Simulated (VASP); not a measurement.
# SnSe (P4/mmm) in VASP: notebook

Runs on SnSe. Level: PBE. Tasks: single point, relaxation of cell and atoms.

All numbers are computed with VASP 6.6.1; they aren't measurements. Logs are shortened: lines on timing, memory, paths and dates and some standing lists are left out, and cuts for length are marked.

## Step 1: The cell of the first run

Symmetry: P4/mmm, No. 123, tetragonal system. Conventional cell: a = 3.702 Å, b = 3.702 Å, c = 3.715 Å, α = 90.00°, β = 90.00°, γ = 90.00°. Sn (site symmetry 4/mmm) has 8 Se at 3.21 Å and 6 Sn at 3.70 to 3.71 Å within 4.2 Å. Se (site symmetry 4/mmm) has 8 Sn at 3.21 Å and 6 Se at 3.70 to 3.71 Å within 4.2 Å.

## Step 2: Single point, PBE

Contents of INCAR:

```
SYSTEM = SnSe
PREC = Accurate ; ENCUT = 520
EDIFF = 1E-7 ; ISMEAR = -1
SIGMA = 0.01 ; LREAL = .FALSE.
LASPH = .TRUE. ; NELM = 100
ALGO = Normal ; ISIF = 2
LWAVE = .FALSE. ; LCHARG = .TRUE.
GGA = PE ; LELF = .TRUE.
LVHAR = .TRUE. ; NBANDS = 17
```

Contents of KPOINTS:

```
regular mesh
0
G
  6 6 6
  0 0 0
```

Contents of POSCAR:

```
SnSe
1.0
    3.7021082692      0.0000000000      0.0000000000
    0.0000000000      3.7021082692      0.0000000000
    0.0000000000      0.0000000000      3.7146617208
Sn Se
1 1
Direct
    0.0000000000      0.0000000000      0.0000000000
    0.5000000000      0.5000000000      0.5000000000
```

Potentials or basis: VASP PAW PBE potentials, release 64 (Sn_d, Se).

Launch:

```console
cat potpaw_PBE.64/Sn_d/POTCAR potpaw_PBE.64/Se/POTCAR > POTCAR
mpirun -np 1 vasp_std > vasp.out
```

OUTCAR:

```text
SYSTEM = SnSe
   PREC = Accurate
   ENCUT = 520
   EDIFF = 1E-7
   ISMEAR = -1
   LREAL = .FALSE.
   LASPH = .TRUE.
   NELM = 100
   ISIF = 2
   GGA = PE

 ion  position               nearest neighbor table
   1  0.000  0.000  0.000-   2 3.21   2 3.21   2 3.21   2 3.21   2 3.21   2 3.21   2 3.21   2 3.21

   2  0.500  0.500  0.500-   1 3.21   1 3.21   1 3.21   1 3.21   1 3.21   1 3.21   1 3.21   1 3.21

  LATTYP: Found a simple tetragonal cell.
 ALAT       =     3.7021082692
 C/A-ratio  =     1.0033908926

  Lattice vectors:

 A1 = (   3.7021082692,   0.0000000000,   0.0000000000)
 A2 = (   0.0000000000,   3.7021082692,   0.0000000000)
 A3 = (   0.0000000000,   0.0000000000,   3.7146617208)

Analysis of symmetry for initial positions (statically):
=====================================================================
 Subroutine PRICEL returns:
 Original cell was already a primitive cell.

 Routine SETGRP: Setting up the symmetry group for a
 simple tetragonal supercell.

 Subroutine GETGRP returns: Found 16 space group operations
 (whereof 16 operations were pure point group operations)
 out of a pool of 16 trial point group operations.

The static configuration has the point symmetry D_4h.

Analysis of symmetry for dynamics (positions and initial velocities):
=====================================================================
 Subroutine PRICEL returns:
 Original cell was already a primitive cell.

 Routine SETGRP: Setting up the symmetry group for a
 simple tetragonal supercell.

 Subroutine GETGRP returns: Found 16 space group operations
 (whereof 16 operations were pure point group operations)
 out of a pool of 16 trial point group operations.

The dynamic configuration has the point symmetry D_4h.

 Subroutine INISYM returns: Found 16 space group operations
 (whereof 16 operations are pure point group operations),
 and found     1 'primitive' translations

----------------------------------------------------------------------------------------

                                     Primitive cell

  volume of cell :      50.9117

  direct lattice vectors                    reciprocal lattice vectors
     3.702108269  0.000000000  0.000000000     0.270116357  0.000000000  0.000000000
     0.000000000  3.702108269  0.000000000     0.000000000  0.270116357  0.000000000
     0.000000000  0.000000000  3.714661721     0.000000000  0.000000000  0.269203517

  length of vectors
     3.702108269  3.702108269  3.714661721     0.270116357  0.270116357  0.269203517

[... 74 lines left out ...]
   ISPIN  =      1    spin polarized calculation?
   LNONCOLLINEAR =      F non collinear calculations
   LSORBIT =      F    spin-orbit coupling
   LASPH  =      T    aspherical Exc in radial PAW
   ENCUT  =  520.0 eV  38.22 Ry    6.18 a.u.   6.88  6.88  6.91*2*pi/ulx,y,z
   NELM   =    100;   NELMIN=  2; NELMDL= -5     # of ELM steps
   EDIFF  = 0.1E-06   stopping-criterion for ELM
   LREAL  =      F    real-space projection
   EDIFFG = 0.1E-05   stopping-criterion for IOM
   NSW    =      0    number of steps for IOM
   IBRION =     -1    ionic relax: 0-MD 1-quasi-New 2-CG
   NFREE  =      0    steps in history (QN), initial steepest desc. (CG)
   ISIF   =      2    stress and relaxation
   ISYM   =      2    0-nonsym 1-usesym 2-fastsym
   POTIM  = 0.5000    time-step for ionic-motion
   TEBEG  =    0.0;   TEEND  =   0.0 temperature during run
   PSTRESS=    0.0 pullay stress
   NELECT =      20.0000    total number of electrons
   NUPDOWN=      -1.0000    fix difference up-down
   EMIN   =  10.00;   EMAX   =-10.00  energy-range for DOS
   EFERMI =   0.00;   METHOD = LEGACY
   ISMEAR =    -1;   SIGMA  =   0.01  broadening in eV -4-tet -1-fermi 0-gaus
   EFERMI_NEDOS =   21; number of points for ismear=-14 and -15
   IALGO  =     38    algorithm
   IMIX   =      4    mixing-type and parameters
     AMIX     =   0.40;   BMIX     =  1.00
     AMIX_MAG =   1.60;   BMIX_MAG =  1.00
  volume/ion in A,a.u.               =      25.46       171.78
  Fermi-wavevector in a.u.,A,eV,Ry     =   1.198981  2.265746 19.559132  1.437556
  Thomas-Fermi vector in A             =   2.334856
   LORBIT       =      0    0 simple, 1 ext, 2 COOP (PROOUT), +10 PAW based schemes
   GGA     = PE    functional components
   LHFCALC =     F    Hartree Fock is set to
   AEXX    =    0.0000 exact exchange contribution
   IVDW    =     0    specifies the selected vdW correction
   LEPSILON=     F    determine dielectric tensor
   LRPA    =     F    only Hartree local field effects (RPA)
 non-spin polarized calculation
  energy-cutoff  :      520.00
  volume of cell :       50.91
 maximum number of plane-waves:      1406
 NGX is ok and might be reduce to    28
   NGX = 13   NGY = 13   NGZ = 13

 number of electron      20.0000006 magnetization

 Free energy of the ion-electron system (eV)
  ---------------------------------------------------
  ext. energy  EPLUGINS =         0.00000000
  ---------------------------------------------------
  free energy    TOTEN  =        -7.70404362 eV

  energy without entropy =       -7.70285819  energy(sigma->0) =       -7.70345090

 E-fermi :   5.8229     XC(G=0): -10.0730

 val. band max:        5.8153317537   @ k =   0.5000   0.0000   0.5000
 cond. band min:       5.8334392397   @ k =   0.5000   0.0000   0.0000
 fundamental gap:      0.0181074860
 Fermi energy:         5.8229296527

 k-point     1 :       0.0000    0.0000    0.0000
  band No.  band energies     occupation
      1     -15.6599      2.00000
      2     -15.6594      2.00000
      3     -15.5904      2.00000
      4     -15.5904      2.00000
      5     -15.5897      2.00000
      6      -7.5528      2.00000
[... 457 lines left out ...]
      4     -15.6007      2.00000
      5     -15.5848      2.00000
      6      -6.1556      2.00000
[... 9 lines left out ...]
     16      15.4115      0.00000
     17      15.6031      0.00000

 [... further k-points ...]
[... 5 lines left out ...]
  --------------------------------------------------------------------------------------
  -------------------------------------------------------------------------------------
  Total       -0.3151001     -0.3151001     -0.3333000      0.0000000     -0.0000000      0.0000000
  in kB       -9.9161160     -9.9161160    -10.4888621      0.0000000     -0.0000000      0.0000000
  external PRESSURE =     -10.1070314 kB  Pullay stress =       0.0000000 kB

 VOLUME and BASIS-vectors are now :
 -----------------------------------------------------------------------------
  energy-cutoff  :      520.00
  volume of cell :       50.91
      direct lattice vectors                 reciprocal lattice vectors
     3.702108269  0.000000000  0.000000000     0.270116357  0.000000000  0.000000000
     0.000000000  3.702108269  0.000000000     0.000000000  0.270116357  0.000000000
     0.000000000  0.000000000  3.714661721     0.000000000  0.000000000  0.269203517

 POSITION                                       TOTAL-FORCE (eV/Angst)
 -----------------------------------------------------------------------------------
      0.00000      0.00000      0.00000         0.000000      0.000000      0.000000
      1.85105      1.85105      1.85733         0.000000      0.000000      0.000000
 -----------------------------------------------------------------------------------
    total drift:                               -0.000000      0.000000     -0.000000

  FREE ENERGIE OF THE ION-ELECTRON SYSTEM (eV)
  ---------------------------------------------------
  free  energy   TOTEN  =        -7.7040436157 eV

  energy  without entropy=       -7.7028581937  energy(sigma->0) =       -7.70345090
```

OSZICAR:

```text
N       E                     dE             d eps       ncg     rms          rms(c)
DAV:   1     0.131693429418E+03    0.13169E+03   -0.97573E+03  1380   0.148E+03
DAV:   2     0.416391323277E+01   -0.12753E+03   -0.12372E+03  1496   0.349E+02
DAV:   3    -0.769384062587E+01   -0.11858E+02   -0.11630E+02  1610   0.921E+01
DAV:   4    -0.799210531840E+01   -0.29826E+00   -0.29800E+00  1567   0.150E+01
DAV:   5    -0.799982141895E+01   -0.77161E-02   -0.77156E-02  1876   0.246E+00    0.294E+00
DAV:   6    -0.770673052621E+01    0.29309E+00   -0.76199E-01  1934   0.512E+00    0.160E+00
DAV:   7    -0.770557168805E+01    0.11588E-02   -0.61686E-02  1533   0.123E+00    0.942E-01
DAV:   8    -0.770423306893E+01    0.13386E-02   -0.76190E-03  1592   0.720E-01    0.155E-01
DAV:   9    -0.770400406145E+01    0.22901E-03   -0.91384E-04  1767   0.213E-01    0.563E-02
DAV:  10    -0.770403929655E+01   -0.35235E-04   -0.83780E-05  1589   0.525E-02    0.147E-02
DAV:  11    -0.770404354827E+01   -0.42517E-05   -0.59117E-06  1774   0.172E-02    0.356E-03
DAV:  12    -0.770404366024E+01   -0.11197E-06   -0.28063E-07  1623   0.521E-03    0.135E-03
DAV:  13    -0.770404361573E+01    0.44506E-07   -0.28711E-08   875   0.187E-03
   1 F= -.77040436E+01 E0= -.77034509E+01  d E =-.118542E-02
```

stdout:

```text
POSCAR found type information on POSCAR SnSe
 POSCAR found :  2 types and       2 ions
 scaLAPACK will be used
 LDA part: xc-table for (Slater+PW92), standard interpolation
 POSCAR, INCAR and KPOINTS ok, starting setup
 FFT: planning ... GRIDC
 FFT: planning ... GRID_SOFT
 FFT: planning ... GRID
 WAVECAR not read
 entering main loop
```

Wall time 36 s (1 thread of Intel Xeon 8259CL, shared host); peak memory 0.17 GiB.

Results:

- Free energy: -7.7040 eV
- Pressure: -1.0 GPa
- Band gap on the k mesh: zero (bands 10 and 11 overlap by 1.30 eV)

Caveat: spin-orbit coupling is left out, which moves the levels of the heavy elements.

## Step 3: Relaxation of cell and atoms, PBE

This run uses another cell than the first one, of 25.02 Å³/atom.

Contents of INCAR:

```
ALGO = Normal ; EDIFF = 1E-7
EDIFFG = -0.02 ; ENCUT = 600
GGA = PE ; IBRION = 2
ISIF = 3 ; ISMEAR = -1
LASPH = True ; LCHARG = False
LREAL = False ; LWAVE = False
NELM = 100 ; NSW = 80
PREC = Accurate ; SIGMA = 0.01
```

Contents of KPOINTS:

```
k-points
0
Gamma
  6 6 6
```

Contents of POSCAR:

```
SnSe
1.0
    3.6766617221      0.0000000000      0.0000000000
    0.0000000000      3.6766617221      0.0000000000
    0.0000000000      0.0000000000      3.7010928973
Sn Se
1 1
Direct
    0.0000000000      0.0000000000      0.0000000000
    0.5000000000      0.5000000000      0.5000000000
```

Potentials or basis: VASP PAW PBE potentials, release 64 (Sn_d, Se).

Launch:

```console
cat potpaw_PBE.64/Sn_d/POTCAR potpaw_PBE.64/Se/POTCAR > POTCAR
mpirun -np 1 vasp_std > vasp.out
```

Wall time 62 s (1 thread of Intel Xeon 8259CL, shared host); peak memory 0.19 GiB.

The run converged. Its results:

```yaml
Free_energy: -7.7070 eV
Relaxed_volume: 24.96 Å³/atom
Relaxed_cell: a = 3.675 Å, b = 3.675 Å, c = 3.695 Å, α = 90.00°, β = 90.00°, γ = 90.00°
Space_group_after_relaxing_to_0.1_Å: Pm-3m (No. 221)
Energy_gained_by_relaxing: 0.0 meV/atom
Ionic_steps: 2
Pressure_after_relaxing: 0.0 GPa
Band_gap_on_the_k_mesh: zero (bands 10 and 11 overlap by 1.40 eV)
```

Stress tensor (GPa, compression positive):
```
 0.05  0.00  0.00
 0.00  0.05  0.00
 0.00  0.00 -0.04
```

Final structure:
```
CELL_PARAMETERS angstrom
3.67524 0.00000 0.00000
0.00000 3.67524 0.00000
0.00000 0.00000 3.69519
ATOMIC_POSITIONS crystal
Sn 0.00000 0.00000 0.00000
Se 0.50000 0.50000 0.50000
```

Levels at points of the mesh, in eV from the Fermi level:
```csv
k point,band 8,band 9,band 10,band 11,band 12,band 13
"(0.00, 0.00, 0.00)",-1.78,-1.71,-1.71,4.50,4.54,6.10
"(0.50, 0.00, 0.00)",-0.50,-0.44,-0.01,0.50,3.14,3.25
"(0.50, 0.50, 0.00)",-4.82,-4.82,-0.08,4.14,4.14,4.78
"(0.00, 0.00, 0.50)",-0.46,-0.46,0.05,0.53,3.22,3.22
"(0.50, 0.00, 0.50)",-4.84,-4.84,-0.04,4.19,4.23,4.84
"(0.50, 0.50, 0.50)",-2.85,-2.85,-2.83,-0.96,-0.96,-0.93
```

Caveat: spin-orbit coupling is left out, which moves the levels of the heavy elements.
